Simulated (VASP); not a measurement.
# Cu (Fm-3m) in VASP: notebook

Aim: see how the results for Cu move with the level of theory and the settings. Levels: LDA, PBE, PBEsol. Tasks: single point.

All numbers are computed with VASP 6.6.1; they aren't measurements. Logs are shortened: lines on timing, memory, paths and dates and some standing lists are left out, and cuts for length are marked.

### 1 The cell of the first run

It takes space group Fm-3m (No. 225, cubic). Conventional cell: a = 3.615 Å, b = 3.615 Å, c = 3.615 Å, α = 90.00°, β = 90.00°, γ = 90.00°. Within 3.4 Å of Cu (site symmetry m-3m) lie 12 Cu at 2.56 Å.

### 2 Single point, LDA

File INCAR:

```
PREC = Accurate
ENCUT = 600
EDIFF = 1E-6
ISMEAR = -1
SIGMA = 0.05
LREAL = False
LASPH = True
NELM = 120
ALGO = Normal
ISIF = 2
LWAVE = False
LCHARG = True
LELF = True
LVHAR = True
NBANDS = 12
GGA_COMPAT = False
```

File KPOINTS:

```
regular mesh
0
Gamma
  7 7 7
```

File POSCAR:

```
Cu
1.0
    0.0000000000      1.8075000000      1.8075000000
    1.8075000000      0.0000000000      1.8075000000
    1.8075000000      1.8075000000      0.0000000000
Cu
1
Direct
    0.0000000000      0.0000000000      0.0000000000
```

Potentials or basis: VASP PAW LDA potentials, release 64 (Cu).

The run is started by

```
$ cat potpaw_LDA.64/Cu/POTCAR > POTCAR
$ mpirun -np 1 vasp_std > vasp.out
```

OUTCAR:

```text
PREC = Accurate
   ENCUT = 600
   EDIFF = 1E-6
   ISMEAR = -1
   LREAL = False
   LASPH = True
   NELM = 120
   ISIF = 2

 ion  position               nearest neighbor table
   1  0.000  0.000  0.000-

  LATTYP: Found a face centered cubic cell.
 ALAT       =     3.6150000000

  Lattice vectors:

 A1 = (   0.0000000000,   1.8075000000,   1.8075000000)
 A2 = (   1.8075000000,   0.0000000000,   1.8075000000)
 A3 = (   1.8075000000,   1.8075000000,   0.0000000000)

Analysis of symmetry for initial positions (statically):
=====================================================================
 Subroutine PRICEL returns:
 Original cell was already a primitive cell.

 Routine SETGRP: Setting up the symmetry group for a
 face centered cubic supercell.

 Subroutine GETGRP returns: Found 48 space group operations
 (whereof 48 operations were pure point group operations)
 out of a pool of 48 trial point group operations.

The static configuration has the point symmetry O_h .

Analysis of symmetry for dynamics (positions and initial velocities):
=====================================================================
 Subroutine PRICEL returns:
 Original cell was already a primitive cell.

 Routine SETGRP: Setting up the symmetry group for a
 face centered cubic supercell.

 Subroutine GETGRP returns: Found 48 space group operations
 (whereof 48 operations were pure point group operations)
 out of a pool of 48 trial point group operations.

The dynamic configuration has the point symmetry O_h .

 Subroutine INISYM returns: Found 48 space group operations
 (whereof 48 operations are pure point group operations),
 and found     1 'primitive' translations

----------------------------------------------------------------------------------------

                                     Primitive cell

  volume of cell :      11.8104

  direct lattice vectors                    reciprocal lattice vectors
     0.000000000  1.807500000  1.807500000    -0.276625173  0.276625173  0.276625173
     1.807500000  0.000000000  1.807500000     0.276625173 -0.276625173  0.276625173
     1.807500000  1.807500000  0.000000000     0.276625173  0.276625173 -0.276625173

  length of vectors
     2.556191014  2.556191014  2.556191014     0.479128854  0.479128854  0.479128854

  position of ions in fractional coordinates (direct lattice)
     0.000000000  0.000000000  0.000000000

  ion indices of the primitive-cell ions
   primitive index   ion index
                 1           1

----------------------------------------------------------------------------------------

 KPOINTS: regular mesh

Automatic generation of k-mesh.
 Grid dimensions read from file:
 generate k-points for:    7    7    7

 Generating k-lattice:

  Cartesian coordinates                     Fractional coordinates (reciprocal lattice)
    -0.039517882  0.039517882  0.039517882     0.142857143  0.000000000  0.000000000
     0.039517882 -0.039517882  0.039517882     0.000000000  0.142857143  0.000000000
     0.039517882  0.039517882 -0.039517882     0.000000000  0.000000000  0.142857143

  Length of vectors
     0.068446979  0.068446979  0.068446979

  Shift w.r.t. Gamma in fractional coordinates (k-lattice)
     0.000000000  0.000000000  0.000000000

 Subroutine IBZKPT returns following result:
 ===========================================

 Found     20 irreducible k-points:

 Following reciprocal coordinates:
            Coordinates               Weight
  0.000000  0.000000  0.000000      1.000000
  0.142857  0.000000  0.000000      8.000000
  0.285714  0.000000  0.000000      8.000000
  0.428571  0.000000  0.000000      8.000000
  0.142857  0.142857  0.000000      6.000000
  0.285714  0.142857  0.000000     24.000000
[... 12 lines left out ...]
 -0.428571  0.428571  0.142857     24.000000
 -0.285714  0.428571  0.142857     24.000000
   k-points           NKPTS =     20   k-points in BZ     NKDIM =     20   number of bands    NBANDS=     12
   number of dos      NEDOS =    301   number of ions     NIONS =      1
   total plane-waves  NPLWV =   8000
   dimension x,y,z NGX =    20 NGY =   20 NGZ =   20
   dimension x,y,z NGXF=    40 NGYF=   40 NGZF=   40
   ions per type =               1
   NGX,Y,Z   is equivalent  to a cutoff of  13.01, 13.01, 13.01 a.u.
   NGXF,Y,Z  is equivalent  to a cutoff of  26.01, 26.01, 26.01 a.u.
 SYSTEM =  unknown system
   PREC   = accura    normal or accurate (medium, high low for compatibility)
   ISTART =      0    job   : 0-new  1-cont  2-samecut
   ICHARG =      2    charge: 1-file 2-atom 10-const
   ISPIN  =      1    spin polarized calculation?
   LNONCOLLINEAR =      F non collinear calculations
   LSORBIT =      F    spin-orbit coupling
   LASPH  =      T    aspherical Exc in radial PAW
   ENCUT  =  600.0 eV  44.10 Ry    6.64 a.u.   5.11  5.11  5.11*2*pi/ulx,y,z
   NELM   =    120;   NELMIN=  2; NELMDL= -5     # of ELM steps
   EDIFF  = 0.1E-05   stopping-criterion for ELM
   LREAL  =      F    real-space projection
   EDIFFG = 0.1E-04   stopping-criterion for IOM
   NSW    =      0    number of steps for IOM
   IBRION =     -1    ionic relax: 0-MD 1-quasi-New 2-CG
   NFREE  =      0    steps in history (QN), initial steepest desc. (CG)
   ISIF   =      2    stress and relaxation
   ISYM   =      2    0-nonsym 1-usesym 2-fastsym
   POTIM  = 0.5000    time-step for ionic-motion
   TEBEG  =    0.0;   TEEND  =   0.0 temperature during run
   PSTRESS=    0.0 pullay stress
   NELECT =      11.0000    total number of electrons
   NUPDOWN=      -1.0000    fix difference up-down
   EMIN   =  10.00;   EMAX   =-10.00  energy-range for DOS
   EFERMI =   0.00;   METHOD = LEGACY
   ISMEAR =    -1;   SIGMA  =   0.05  broadening in eV -4-tet -1-fermi 0-gaus
   EFERMI_NEDOS =   21; number of points for ismear=-14 and -15
   IALGO  =     38    algorithm
   IMIX   =      4    mixing-type and parameters
     AMIX     =   0.40;   BMIX     =  1.00
     AMIX_MAG =   1.60;   BMIX_MAG =  1.00
  volume/ion in A,a.u.               =      11.81        79.70
  Fermi-wavevector in a.u.,A,eV,Ry     =   1.598763  3.021224 34.777078  2.556043
  Thomas-Fermi vector in A             =   2.696162
   LORBIT       =      0    0 simple, 1 ext, 2 COOP (PROOUT), +10 PAW based schemes
   GGA     = CA    functional components
   LHFCALC =     F    Hartree Fock is set to
   AEXX    =    0.0000 exact exchange contribution
   IVDW    =     0    specifies the selected vdW correction
   LEPSILON=     F    determine dielectric tensor
   LRPA    =     F    only Hartree local field effects (RPA)
 non-spin polarized calculation
  energy-cutoff  :      600.00
  volume of cell :       11.81
 maximum number of plane-waves:       411
   NGX = 11   NGY = 11   NGZ = 11

 number of electron      11.0000001 magnetization

 Free energy of the ion-electron system (eV)
  ---------------------------------------------------
  ext. energy  EPLUGINS =         0.00000000
  ---------------------------------------------------
  free energy    TOTEN  =        -4.71559282 eV

  energy without entropy =       -4.71439924  energy(sigma->0) =       -4.71499603

 E-fermi :   7.5369     XC(G=0): -13.0998

 val. band max:        6.7828687858   @ k =   0.4286   0.2857   0.0000
 cond. band min:       7.5537784579   @ k =   0.4286   0.4286   0.0000
 fundamental gap:      0.7709096720
 Fermi energy:         7.5368919222

 k-point     1 :       0.0000    0.0000    0.0000
  band No.  band energies     occupation
      1      -2.0094      2.00000
      2       4.2826      2.00000
      3       4.2826      2.00000
      4       4.2826      2.00000
      5       5.1204      2.00000
      6       5.1204      2.00000
      7      30.0248      0.00000
      8      32.4839      0.00000
      9      32.4839      0.00000
     10      32.4839      0.00000
     11      35.0270      0.00000
     12      35.0270      0.00000

 k-point     2 :       0.1429    0.0000    0.0000
  band No.  band energies     occupation
      1      -1.2777      2.00000
      2       4.1458      2.00000
      3       4.3979      2.00000
      4       4.3979      2.00000
      5       5.0897      2.00000
      6       5.0897      2.00000
      7      25.2091      0.00000
      8      30.5443      0.00000
      9      31.0823      0.00000
     10      31.0823      0.00000
     11      36.9902      0.00000
     12      37.2568      0.00000

 k-point     3 :       0.2857    0.0000    0.0000
  band No.  band energies     occupation
      1       0.6568      2.00000
      2       4.0779      2.00000
      3       4.4171      2.00000
      4       4.4171      2.00000
      5       5.2890      2.00000
      6       5.2890      2.00000
      7      18.0726      0.00000
      8      29.6266      0.00000
      9      29.8221      0.00000
     10      29.8221      0.00000
     11      34.9638      0.00000
     12      34.9638      0.00000

 k-point     4 :       0.4286    0.0000    0.0000
  band No.  band energies     occupation
      1       2.1170      2.00000
      2       4.2791      2.00000
      3       4.2791      2.00000
      4       5.5730      2.00000
      5       5.6335      2.00000
      6       5.6335      2.00000
      7      12.3245      0.00000
      8      28.6797      0.00000
      9      29.3042      0.00000
     10      29.3042      0.00000
     11      32.7288      0.00000
     12      32.7288      0.00000

 k-point     5 :       0.1429    0.1429    0.0000
  band No.  band energies     occupation
      1      -1.0372      2.00000
      2       4.0074      2.00000
      3       4.5146      2.00000
      4       4.5146      2.00000
      5       4.8806      2.00000
      6       5.2231      2.00000
      7      27.8837      0.00000
      8      27.8837      0.00000
      9      27.9524      0.00000
     10      29.8925      0.00000
     11      34.1414      0.00000
     12      39.1839      0.00000
[... 168 lines left out ...]
      1       2.0681      2.00000
      2       3.5592      2.00000
      3       4.1526      2.00000
      4       5.0899      2.00000
      5       5.1274      2.00000
      6       6.2557      2.00000
      7      19.2626      0.00000
      8      20.0218      0.00000
      9      24.5792      0.00000
     10      31.4328      0.00000
     11      33.0695      0.00000
     12      37.6698      0.00000

 k-point    18 :      -0.4286    0.2857    0.1429
  band No.  band energies     occupation
      1       3.0885      2.00000
      2       3.6276      2.00000
      3       4.0033      2.00000
      4       4.9012      2.00000
      5       5.5742      2.00000
      6       8.6742      0.00000
      7      13.5950      0.00000
      8      19.9071      0.00000
      9      21.6070      0.00000
     10      31.5442      0.00000
     11      34.8091      0.00000
     12      39.7658      0.00000

 k-point    19 :      -0.4286    0.4286    0.1429
  band No.  band energies     occupation
      1       2.8715      2.00000
      2       3.2223      2.00000
      3       4.5541      2.00000
      4       5.3748      2.00000
      5       5.7280      2.00000
      6       9.3283      0.00000
      7      16.8494      0.00000
      8      17.0639      0.00000
      9      18.0700      0.00000
     10      29.9666      0.00000
     11      32.3231      0.00000
     12      41.1008      0.00000

 k-point    20 :      -0.2857    0.4286    0.1429
  band No.  band energies     occupation
      1       3.2296      2.00000
      2       3.4923      2.00000
      3       4.0477      2.00000
      4       5.1013      2.00000
      5       5.7252      2.00000
      6      12.3982      0.00000
      7      12.9083      0.00000
      8      15.6150      0.00000
      9      18.9864      0.00000
     10      31.5913      0.00000
     11      37.9046      0.00000
     12      38.1339      0.00000

------------------------ aborting loop because EDIFF is reached ----------------------------------------

  FORCE on cell =-STRESS in cart. coord.  units (eV):
  Direction    XX          YY          ZZ          XY          YZ          ZX
  --------------------------------------------------------------------------------------
  -------------------------------------------------------------------------------------
  Total       -0.8752965     -0.8752965     -0.8752965     -0.0000000     -0.0000000      0.0000000
  in kB     -118.7410439   -118.7410439   -118.7410439     -0.0000000     -0.0000000      0.0000000
  external PRESSURE =    -118.7410439 kB  Pullay stress =       0.0000000 kB

 VOLUME and BASIS-vectors are now :
 -----------------------------------------------------------------------------
  energy-cutoff  :      600.00
  volume of cell :       11.81
      direct lattice vectors                 reciprocal lattice vectors
     0.000000000  1.807500000  1.807500000    -0.276625173  0.276625173  0.276625173
     1.807500000  0.000000000  1.807500000     0.276625173 -0.276625173  0.276625173
     1.807500000  1.807500000  0.000000000     0.276625173  0.276625173 -0.276625173

 POSITION                                       TOTAL-FORCE (eV/Angst)
 -----------------------------------------------------------------------------------
      0.00000      0.00000      0.00000         0.000000      0.000000      0.000000
 -----------------------------------------------------------------------------------
    total drift:                                0.000000      0.000000      0.000000

  FREE ENERGIE OF THE ION-ELECTRON SYSTEM (eV)
  ---------------------------------------------------
  free  energy   TOTEN  =        -4.7155928201 eV

  energy  without entropy=       -4.7143992395  energy(sigma->0) =       -4.71499603
```

It took 7.4 s on 1 thread of Intel Xeon 8259CL, shared host; peak memory 0.12 GiB.

Results:

```yaml
Free_energy: -4.7156 eV
Pressure: -11.9 GPa
Band_gap_on_the_k_mesh: zero (an odd number of electrons rules out a gap without spin polarisation)
```

Levels at points of the mesh, in eV from the Fermi level:
```
           k point  band 4  band 5  band 6  band 7  band 8  band 9
(0.00, 0.00, 0.00)   -3.25   -2.42   -2.42   22.49   24.95   24.95
```

Caveat: the k points lie up to 0.43 Å⁻¹ apart, too coarse for converged energies and pressures of a metal.

(Continued in part 2 of 2.)
